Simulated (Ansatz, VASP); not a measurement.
# One calculation of SiC, two programs

```
Si C
1.0
    -6.15560    0.00000    0.00000
    -3.07780   -5.33500    0.00000
    -3.07780    0.00000   15.12190
Si C
24 24
Cartesian
  -9.2334 -0.8925 12.9746
  -6.1556 -0.8925 12.9746
  -10.7723 -3.5600 12.9746
  -7.6945 -3.5600 12.9746
  -9.2334 -4.4425 5.4136
  -6.1556 -4.4425 5.4136
  -7.6945 -1.7750 5.4136
  -4.6167 -1.7750 5.4136
  -9.2334 -2.6712 7.9254
  -6.1556 -2.6712 7.9254
  -7.6945 -0.0037 7.9254
  -4.6167 -0.0037 7.9254
  -6.1556 -2.6638 0.3644
  -3.0778 -2.6638 0.3644
  -7.6945 -5.3313 0.3644
  -4.6167 -5.3313 0.3644
  -9.2334 -4.4585 10.4529
  -6.1556 -4.4585 10.4529
  -7.6945 -1.7910 10.4529
  -4.6167 -1.7910 10.4529
  -6.1556 -0.8765 2.8919
  -3.0778 -0.8765 2.8919
  -7.6945 -3.5440 2.8919
  -4.6167 -3.5440 2.8919
  -9.2334 -2.6462 9.8338
  -6.1556 -2.6462 9.8338
  -10.7723 -5.3137 9.8338
  -7.6945 -5.3137 9.8338
  -6.1556 -2.6888 2.2728
  -3.0778 -2.6888 2.2728
  -4.6167 -0.0213 2.2728
  -1.5389 -0.0213 2.2728
  -9.2334 -0.8536 14.8452
  -6.1556 -0.8536 14.8452
  -10.7723 -3.5211 14.8452
  -7.6945 -3.5211 14.8452
  -9.2334 -4.4814 7.2842
  -6.1556 -4.4814 7.2842
  -7.6945 -1.8139 7.2842
  -4.6167 -1.8139 7.2842
  -9.2334 -4.4227 12.3516
  -6.1556 -4.4227 12.3516
  -7.6945 -1.7552 12.3516
  -4.6167 -1.7552 12.3516
  -6.1556 -0.9123 4.7906
  -3.0778 -0.9123 4.7906
  -7.6945 -3.5798 4.7906
  -4.6167 -3.5798 4.7906
```

Alike in both runs: task single point; functional PBE; k mesh 2 × 2 × 2; occupations gaussian, width 0.05 eV; no spin polarisation.

```csv
,VASP,Ansatz
version,VASP 6.6.1,Ansatz 0.2.0
potentials or method,"VASP PAW PBE potentials, release 64 (Si, C), cutoff 520 eV","scalar-relativistic, plane waves, PAW"
valence electrons in the cell,192,192
```

|  | VASP | Ansatz | Ansatz less VASP |
| --- | --- | --- | --- |
| gap on the k mesh at the Fermi level (eV) | 1.86 | 1.86 | +0.002 |
| rms of the force components (eV/Å) | 0.358 | 0.358 | -0.0005 |

Atom by atom the forces differ by 0.002 eV/Å (rms over components).

The k mesh is coarse, so the values compare programs but aren't converged.
